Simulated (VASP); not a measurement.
# Al2Cu (I4/mmm) in VASP: notebook

Al2Cu is run at these levels: PBEsol; tasks: single point.

Everything below comes from runs of VASP 6.6.1. Logs are shortened: lines on timing, memory, paths and dates and some standing lists are left out, and cuts for length are marked.

### 1 The cell of the first run

The structure is tetragonal, space group I4/mmm (No. 139). The conventional cell has a = 4.049 Å, b = 4.049 Å, c = 6.227 Å, α = 90.00°, β = 90.00°, γ = 90.00°. Within 3.4 Å of Al (site symmetry -4m2) lie 4 Cu at 2.55 Å and 6 Al at 2.86 to 3.11 Å. Within 3.4 Å of Cu (site symmetry 4/mmm) lie 8 Al at 2.55 Å.

### 2 Single point, PBEsol (strain +0.0875 x Voigt [0, 0, 1, 0, 0, 0])

The input, INCAR:

```
SYSTEM = Al2Cu
PREC     = Accurate       ! precision mode
ENCUT    = 520            ! plane-wave cutoff, eV
EDIFF    = 1E-7           ! SCF threshold, eV
ISMEAR   = 0              ! smearing method
SIGMA    = 0.15           ! smearing width, eV
LREAL    = .FALSE.        ! projectors in reciprocal space
LASPH    = .TRUE.         ! aspherical terms in the spheres
NELM     = 100            ! most SCF steps
ALGO     = Fast           ! electronic algorithm
ISIF     = 2              ! what is computed and relaxed
LWAVE    = .FALSE.        ! write WAVECAR
LCHARG   = .TRUE.         ! write CHGCAR
GGA      = PS             ! functional
LELF     = .TRUE.         ! ELF
LVHAR    = .TRUE.       
NBANDS   = 16             ! bands
```

The input, KPOINTS:

```
Automatic mesh
0
G
  16 16 16
  0 0 0
```

The input, POSCAR:

```
Al2Cu
1.0
   -2.0246315513      2.0246315513      3.1135273504
    2.0246315513     -2.0246315513      3.1135273504
    2.0246315513      2.0246315513     -3.1135273504
Al Cu
2 1
Direct
    0.7500000000      0.2500000000      0.5000000000
    0.2500000000      0.7500000000      0.5000000000
    0.5000000000      0.5000000000      0.0000000000
```

Potentials or basis: VASP PAW PBE potentials, release 64 (Al, Cu).

Command:

```console
> cat potpaw_PBE.64/Al/POTCAR potpaw_PBE.64/Cu/POTCAR > POTCAR
> mpirun -np 1 vasp_std > vasp.out
```

OUTCAR:

```text
SYSTEM = Al2Cu
   PREC = Accurate
   ENCUT = 520
   EDIFF = 1E-7
   ISMEAR = 0
   LREAL = .FALSE.
   LASPH = .TRUE.
   NELM = 100
   ISIF = 2
   GGA = PS

 ion  position               nearest neighbor table
   1  0.750  0.250  0.500-   3 2.55   3 2.55   3 2.55   3 2.55   2 2.86   2 2.86   2 2.86   2 2.86
                             2 3.11   2 3.11
   2  0.250  0.750  0.500-   3 2.55   3 2.55   3 2.55   3 2.55   1 2.86   1 2.86   1 2.86   1 2.86
                             1 3.11   1 3.11
   3  0.500  0.500  0.000-   2 2.55   1 2.55   1 2.55   2 2.55   1 2.55   2 2.55   2 2.55   1 2.55

  LATTYP: Found a body centered tetragonal cell.
 ALAT       =     4.0492631026
 C/A-ratio  =     1.5378241776

  Lattice vectors:

 A1 = (  -2.0246315513,   2.0246315513,   3.1135273504)
 A2 = (   2.0246315513,  -2.0246315513,   3.1135273504)
 A3 = (   2.0246315513,   2.0246315513,  -3.1135273504)

Analysis of symmetry for initial positions (statically):
=====================================================================
 Subroutine PRICEL returns:
 Original cell was already a primitive cell.

 Routine SETGRP: Setting up the symmetry group for a
 body centered tetragonal supercell.

 Subroutine GETGRP returns: Found 16 space group operations
 (whereof 16 operations were pure point group operations)
 out of a pool of 16 trial point group operations.

The static configuration has the point symmetry D_4h.

Analysis of symmetry for dynamics (positions and initial velocities):
=====================================================================
 Subroutine PRICEL returns:
 Original cell was already a primitive cell.

 Routine SETGRP: Setting up the symmetry group for a
 body centered tetragonal supercell.

 Subroutine GETGRP returns: Found 16 space group operations
 (whereof 16 operations were pure point group operations)
 out of a pool of 16 trial point group operations.

The dynamic configuration has the point symmetry D_4h.

 Subroutine INISYM returns: Found 16 space group operations
 (whereof 16 operations are pure point group operations),
 and found     1 'primitive' translations

----------------------------------------------------------------------------------------

                                     Primitive cell

  volume of cell :      51.0510

  direct lattice vectors                    reciprocal lattice vectors
    -2.024631551  2.024631551  3.113527350     0.000000000  0.246958514  0.160589564
     2.024631551 -2.024631551  3.113527350     0.246958514  0.000000000  0.160589564
     2.024631551  2.024631551 -3.113527350     0.246958514  0.246958514  0.000000000

  length of vectors
     4.229931252  4.229931252  4.229931252     0.294580237  0.294580237  0.349252080

  position of ions in fractional coordinates (direct lattice)
     0.750000000  0.250000000  0.500000000
     0.250000000  0.750000000  0.500000000
     0.500000000  0.500000000  0.000000000

  ion indices of the primitive-cell ions
   primitive index   ion index
                 1           1
                 2           2
                 3           3

----------------------------------------------------------------------------------------

 KPOINTS: Automatic mesh

Automatic generation of k-mesh.
 Grid dimensions read from file:
 generate k-points for:   16   16   16

 Generating k-lattice:

  Cartesian coordinates                     Fractional coordinates (reciprocal lattice)
     0.000000000  0.015434907  0.010036848     0.062500000  0.000000000 -0.000000000
     0.015434907  0.000000000  0.010036848     0.000000000  0.062500000 -0.000000000
     0.015434907  0.015434907  0.000000000     0.000000000  0.000000000  0.062500000

  Length of vectors
     0.018411265  0.018411265  0.021828255

  Shift w.r.t. Gamma in fractional coordinates (k-lattice)
     0.000000000  0.000000000  0.000000000

 Subroutine IBZKPT returns following result:
 ===========================================

 Found    349 irreducible k-points:

 Following reciprocal coordinates:
            Coordinates               Weight
  0.000000  0.000000  0.000000      1.000000
  0.062500  0.000000  0.000000      8.000000
  0.125000  0.000000  0.000000      8.000000
  0.187500  0.000000  0.000000      8.000000
  0.250000  0.000000  0.000000      8.000000
  0.312500  0.000000 -0.000000      8.000000
[... 16 lines left out ...]
 -0.125000  0.062500 -0.000000     16.000000
 -0.062500  0.062500  0.000000      4.000000
 [... further k-points ...]
   k-points           NKPTS =    349   k-points in BZ     NKDIM =    349   number of bands    NBANDS=     16
   number of dos      NEDOS =    301   number of ions     NIONS =      3
   total plane-waves  NPLWV =  32768
   dimension x,y,z NGX =    32 NGY =   32 NGZ =   32
   dimension x,y,z NGXF=    64 NGYF=   64 NGZF=   64
   ions per type =               2   1
   NGX,Y,Z   is equivalent  to a cutoff of  12.58, 12.58, 12.58 a.u.
   NGXF,Y,Z  is equivalent  to a cutoff of  25.15, 25.15, 25.15 a.u.
 SYSTEM =  Al2Cu
   PREC   = accura    normal or accurate (medium, high low for compatibility)
   ISTART =      0    job   : 0-new  1-cont  2-samecut
   ICHARG =      2    charge: 1-file 2-atom 10-const
   ISPIN  =      1    spin polarized calculation?
   LNONCOLLINEAR =      F non collinear calculations
   LSORBIT =      F    spin-orbit coupling
   LASPH  =      T    aspherical Exc in radial PAW
   ENCUT  =  520.0 eV  38.22 Ry    6.18 a.u.   7.86  7.86  7.86*2*pi/ulx,y,z
   NELM   =    100;   NELMIN=  2; NELMDL= -5     # of ELM steps
   EDIFF  = 0.1E-06   stopping-criterion for ELM
   LREAL  =      F    real-space projection
   EDIFFG = 0.1E-05   stopping-criterion for IOM
   NSW    =      0    number of steps for IOM
   IBRION =     -1    ionic relax: 0-MD 1-quasi-New 2-CG
   NFREE  =      0    steps in history (QN), initial steepest desc. (CG)
   ISIF   =      2    stress and relaxation
   ISYM   =      2    0-nonsym 1-usesym 2-fastsym
   POTIM  = 0.5000    time-step for ionic-motion
   TEBEG  =    0.0;   TEEND  =   0.0 temperature during run
   PSTRESS=    0.0 pullay stress
   NELECT =      17.0000    total number of electrons
   NUPDOWN=      -1.0000    fix difference up-down
   EMIN   =  10.00;   EMAX   =-10.00  energy-range for DOS
   EFERMI =   0.00;   METHOD = LEGACY
   ISMEAR =     0;   SIGMA  =   0.15  broadening in eV -4-tet -1-fermi 0-gaus
   EFERMI_NEDOS =   21; number of points for ismear=-14 and -15
   IALGO  =     68    algorithm
   IMIX   =      4    mixing-type and parameters
     AMIX     =   0.40;   BMIX     =  1.00
     AMIX_MAG =   1.60;   BMIX_MAG =  1.00
  volume/ion in A,a.u.               =      17.02       114.84
  Fermi-wavevector in a.u.,A,eV,Ry     =   1.134722  2.144314 17.518789  1.287595
  Thomas-Fermi vector in A             =   2.271426
   LORBIT       =      0    0 simple, 1 ext, 2 COOP (PROOUT), +10 PAW based schemes
   GGA     = PS    functional components
   LHFCALC =     F    Hartree Fock is set to
   AEXX    =    0.0000 exact exchange contribution
   IVDW    =     0    specifies the selected vdW correction
   LEPSILON=     F    determine dielectric tensor
   LRPA    =     F    only Hartree local field effects (RPA)
 non-spin polarized calculation
 RMM-DIIS sequential band-by-band and
 Gauss-broadening in eV      SIGMA  =   0.15
  energy-cutoff  :      520.00
  volume of cell :       51.05
 maximum number of plane-waves:      1412
   NGX = 15   NGY = 15   NGZ = 15

 number of electron      16.9999989 magnetization

 Free energy of the ion-electron system (eV)
  ---------------------------------------------------
  ext. energy  EPLUGINS =         0.00000000
  ---------------------------------------------------
  free energy    TOTEN  =       -12.86919221 eV

  energy without entropy =      -12.85811564  energy(sigma->0) =      -12.86365393

 E-fermi :   6.2691     XC(G=0): -10.2895

 val. band max:        6.2676710504   @ k =  -0.2500   0.3750   0.1875
 cond. band min:       6.2731846234   @ k =  -0.1250   0.1250   0.0625
 fundamental gap:      0.0055135730
 Fermi energy:         6.2690728526

 k-point     1 :       0.0000    0.0000    0.0000
  band No.  band energies     occupation
      1      -3.5182      2.00000
      2       1.9747      2.00000
      3       1.9747      2.00000
      4       2.0493      2.00000
      5       2.4556      2.00000
      6       2.5798      2.00000
[... 8 lines left out ...]
     15      12.6687      0.00000
     16      13.7745      0.00000

 k-point     2 :       0.0625    0.0000    0.0000
  band No.  band energies     occupation
      1      -3.4682      2.00000
      2       1.9615      2.00000
      3       1.9829      2.00000
      4       2.0514      2.00000
      5       2.4546      2.00000
      6       2.5770      2.00000
[... 8 lines left out ...]
     15      12.8332      0.00000
     16      12.9997      0.00000

 k-point     3 :       0.1250    0.0000    0.0000
  band No.  band energies     occupation
      1      -3.3186      2.00000
      2       1.9132      2.00000
      3       2.0061      2.00000
      4       2.0638      2.00000
      5       2.4533      2.00000
      6       2.5699      2.00000
[... 8 lines left out ...]
     15      12.2867      0.00000
     16      12.7895      0.00000

 k-point     4 :       0.1875    0.0000    0.0000
  band No.  band energies     occupation
      1      -3.0708      2.00000
      2       1.8212      2.00000
      3       2.0400      2.00000
      4       2.0849      2.00000
      5       2.4566      2.00000
      6       2.5613      2.00000
[... 8 lines left out ...]
     15      12.2929      0.00000
     16      12.7237      0.00000
[... 324 lines left out ...]
 k-point    22 :      -0.1875    0.0625    0.0000
  band No.  band energies     occupation
      1      -3.1089      2.00000
      2       1.8295      2.00000
      3       2.0282      2.00000
      4       2.0934      2.00000
      5       2.4648      2.00000
      6       2.5534      2.00000
[... 8 lines left out ...]
     15      12.4989      0.00000
     16      12.9958      0.00000

 k-point    23 :      -0.1250    0.0625   -0.0000
  band No.  band energies     occupation
      1      -3.3277      2.00000
      2       1.9087      2.00000
      3       1.9980      2.00000
      4       2.0732      2.00000
      5       2.4613      2.00000
      6       2.5635      2.00000
[... 8 lines left out ...]
     15      11.7854      0.00000
     16      13.0492      0.00000

 k-point    24 :      -0.0625    0.0625    0.0000
  band No.  band energies     occupation
      1      -3.4478      2.00000
      2       1.9502      2.00000
      3       1.9816      2.00000
      4       2.0595      2.00000
      5       2.4590      2.00000
      6       2.5724      2.00000
[... 8 lines left out ...]
     15      12.1651      0.00000
     16      13.0088      0.00000

 [... further k-points ...]

------------------------ aborting loop because EDIFF is reached ----------------------------------------

  FORCE on cell =-STRESS in cart. coord.  units (eV):
  Direction    XX          YY          ZZ          XY          YZ          ZX
  --------------------------------------------------------------------------------------
  -------------------------------------------------------------------------------------
  Total       -1.4561491     -1.4561491     -3.3656624      0.0000000     -0.0000000      0.0000000
  in kB      -45.6995311    -45.6995311   -105.6273684      0.0000000     -0.0000000      0.0000000
  external PRESSURE =     -65.6754769 kB  Pullay stress =       0.0000000 kB

 VOLUME and BASIS-vectors are now :
 -----------------------------------------------------------------------------
  energy-cutoff  :      520.00
  volume of cell :       51.05
      direct lattice vectors                 reciprocal lattice vectors
    -2.024631551  2.024631551  3.113527350     0.000000000  0.246958514  0.160589564
     2.024631551 -2.024631551  3.113527350     0.246958514  0.000000000  0.160589564
     2.024631551  2.024631551 -3.113527350     0.246958514  0.246958514  0.000000000

 POSITION                                       TOTAL-FORCE (eV/Angst)
 -----------------------------------------------------------------------------------
      0.00000      2.02463      1.55676         0.000000     -0.000000     -0.000000
      2.02463      0.00000      1.55676        -0.000000      0.000000      0.000000
      0.00000      0.00000      3.11353         0.000000     -0.000000      0.000000
 -----------------------------------------------------------------------------------
    total drift:                               -0.000000      0.000000     -0.000000

  FREE ENERGIE OF THE ION-ELECTRON SYSTEM (eV)
  ---------------------------------------------------
  free  energy   TOTEN  =       -12.8691922118 eV

  energy  without entropy=      -12.8581156446  energy(sigma->0) =      -12.86365393
```

It took 2.4 min on 1 thread of Intel Xeon 6975P-C (Granite Rapids), shared host; peak memory 0.39 GiB.

What came out:

```yaml
Free_energy: -12.8692 eV
Pressure: -6.6 GPa
Band_gap_on_the_k_mesh: zero (an odd number of electrons rules out a gap without spin polarisation)
```

Caveat: the cell differs from its parent crystal (strain +0.0875 x Voigt [0, 0, 1, 0, 0, 0]); the stress differs along the axes, from -11 to -5 GPa; the PAW data sets were made with another functional, which shifts forces and pressure a little.

### 3 Single point, PBEsol (strain +0.1000 x Voigt [0, 0, 1, 0, 0, 0])

The input, INCAR:

```
SYSTEM = Al2Cu
PREC = Accurate
ENCUT = 520
EDIFF = 1E-7
ISMEAR = 0
SIGMA = 0.15
LREAL = .FALSE.
LASPH = .TRUE.
NELM = 100
ALGO = Fast
ISIF = 2
LWAVE = .FALSE.
LCHARG = .FALSE.
GGA = PS
NBANDS = 16
```

The input, KPOINTS:

```
regular mesh
0
G
  16 16 16
  0 0 0
```

The input, POSCAR:

```
Al2Cu
1.0
   -2.0246315513      2.0246315513      3.1493150211
    2.0246315513     -2.0246315513      3.1493150211
    2.0246315513      2.0246315513     -3.1493150211
Al Cu
2 1
Direct
    0.7500000000      0.2500000000      0.5000000000
    0.2500000000      0.7500000000      0.5000000000
    0.5000000000      0.5000000000      0.0000000000
```

Potentials or basis: VASP PAW PBE potentials, release 64 (Al, Cu).

Command:

```console
> cat potpaw_PBE.64/Al/POTCAR potpaw_PBE.64/Cu/POTCAR > POTCAR
> mpirun -np 1 vasp_std > vasp.out
```

OUTCAR:

```text
SYSTEM = Al2Cu
   PREC = Accurate
   ENCUT = 520
   EDIFF = 1E-7
   ISMEAR = 0
   LREAL = .FALSE.
   LASPH = .TRUE.
   NELM = 100
   ISIF = 2
   GGA = PS

 ion  position               nearest neighbor table
   1  0.750  0.250  0.500-   3 2.56   3 2.56   3 2.56   3 2.56   2 2.86   2 2.86   2 2.86   2 2.86
                             2 3.15   2 3.15
   2  0.250  0.750  0.500-   3 2.56   3 2.56   3 2.56   3 2.56   1 2.86   1 2.86   1 2.86   1 2.86
                             1 3.15   1 3.15
   3  0.500  0.500  0.000-   2 2.56   1 2.56   2 2.56   1 2.56   1 2.56   2 2.56   1 2.56   2 2.56

  LATTYP: Found a body centered tetragonal cell.
 ALAT       =     4.0492631026
 C/A-ratio  =     1.5555003176

  Lattice vectors:

 A1 = (  -2.0246315513,   2.0246315513,   3.1493150211)
 A2 = (   2.0246315513,  -2.0246315513,   3.1493150211)
 A3 = (   2.0246315513,   2.0246315513,  -3.1493150211)

Analysis of symmetry for initial positions (statically):
=====================================================================
 Subroutine PRICEL returns:
 Original cell was already a primitive cell.

 Routine SETGRP: Setting up the symmetry group for a
[... 172 lines left out ...]

 val. band max:        6.1554613668   @ k =   0.4375   0.0625   0.0625
 cond. band min:       6.1683232768   @ k =  -0.3125   0.3125   0.2500
 fundamental gap:      0.0128619100
 Fermi energy:         6.1571410377

 k-point     1 :       0.0000    0.0000    0.0000
  band No.  band energies     occupation
      1      -3.5605      2.00000
      2       1.9145      2.00000
      3       1.9145      2.00000
      4       1.9967      2.00000
      5       2.3833      2.00000
      6       2.5209      2.00000
[... 433 lines left out ...]
      3       1.9208      2.00000
      4       2.0069      2.00000
      5       2.3871      2.00000
      6       2.5135      2.00000
[... 8 lines left out ...]
     15      12.0255      0.00000
     16      12.7949      0.00000

 [... further k-points ...]

------------------------ aborting loop because EDIFF is reached ----------------------------------------

  FORCE on cell =-STRESS in cart. coord.  units (eV):
  Direction    XX          YY          ZZ          XY          YZ          ZX
  --------------------------------------------------------------------------------------
  -------------------------------------------------------------------------------------
  Total       -1.6580919     -1.6580919     -3.7191878      0.0000000     -0.0000000     -0.0000000
  in kB      -51.4459372    -51.4459372   -115.3959568      0.0000000     -0.0000000     -0.0000000
  external PRESSURE =     -72.7626104 kB  Pullay stress =       0.0000000 kB

 VOLUME and BASIS-vectors are now :
 -----------------------------------------------------------------------------
  energy-cutoff  :      520.00
  volume of cell :       51.64
      direct lattice vectors                 reciprocal lattice vectors
    -2.024631551  2.024631551  3.149315021     0.000000000  0.246958514  0.158764683
     2.024631551 -2.024631551  3.149315021     0.246958514  0.000000000  0.158764683
     2.024631551  2.024631551 -3.149315021     0.246958514  0.246958514  0.000000000

 POSITION                                       TOTAL-FORCE (eV/Angst)
 -----------------------------------------------------------------------------------
      0.00000      2.02463      1.57466        -0.000000      0.000000     -0.000000
      2.02463      0.00000      1.57466         0.000000      0.000000      0.000000
      0.00000      0.00000      3.14932         0.000000     -0.000000      0.000000
 -----------------------------------------------------------------------------------
    total drift:                               -0.000000      0.000000     -0.000000

  FREE ENERGIE OF THE ION-ELECTRON SYSTEM (eV)
  ---------------------------------------------------
  free  energy   TOTEN  =       -12.8285805936 eV

  energy  without entropy=      -12.8170292122  energy(sigma->0) =      -12.82280490
```

OSZICAR:

```text
N       E                     dE             d eps       ncg     rms          rms(c)
DAV:   1     0.589226593536E+02    0.58923E+02   -0.67097E+03 11192   0.109E+03
DAV:   2    -0.127528196349E+02   -0.71675E+02   -0.63208E+02 11712   0.193E+02
DAV:   3    -0.152133382068E+02   -0.24605E+01   -0.24049E+01 15496   0.412E+01
DAV:   4    -0.152671211712E+02   -0.53783E-01   -0.53759E-01 13184   0.513E+00
[... 10 lines left out ...]
RMM:  15    -0.128285821605E+02   -0.41182E-05   -0.23204E-05 16261   0.555E-02    0.934E-03
RMM:  16    -0.128285810943E+02    0.10662E-05   -0.15295E-05 14232   0.450E-02    0.931E-03
RMM:  17    -0.128285804178E+02    0.67651E-06   -0.50612E-06 14569   0.361E-02    0.426E-03
RMM:  18    -0.128285805800E+02   -0.16223E-06   -0.19895E-06 14384   0.104E-02    0.330E-03
RMM:  19    -0.128285805936E+02   -0.13638E-07   -0.24179E-07  9878   0.512E-03
   1 F= -.12828581E+02 E0= -.12822805E+02  d E =-.115514E-01
```

It took 2.1 min on 1 thread of Intel Xeon 6975P-C (Granite Rapids), shared host; peak memory 0.39 GiB.

Results:

```yaml
Free_energy: -12.8286 eV
Pressure: -7.3 GPa
Band_gap_on_the_k_mesh: zero (an odd number of electrons rules out a gap without spin polarisation)
```

Stress tensor (GPa, compression positive):
```
 -5.14   0.00   0.00
  0.00  -5.14   0.00
  0.00   0.00 -11.54
```

Caveat: the cell differs from its parent crystal (strain +0.1000 x Voigt [0, 0, 1, 0, 0, 0]); the stress differs along the axes, from -12 to -5 GPa; the PAW data sets were made with another functional, which shifts forces and pressure a little.
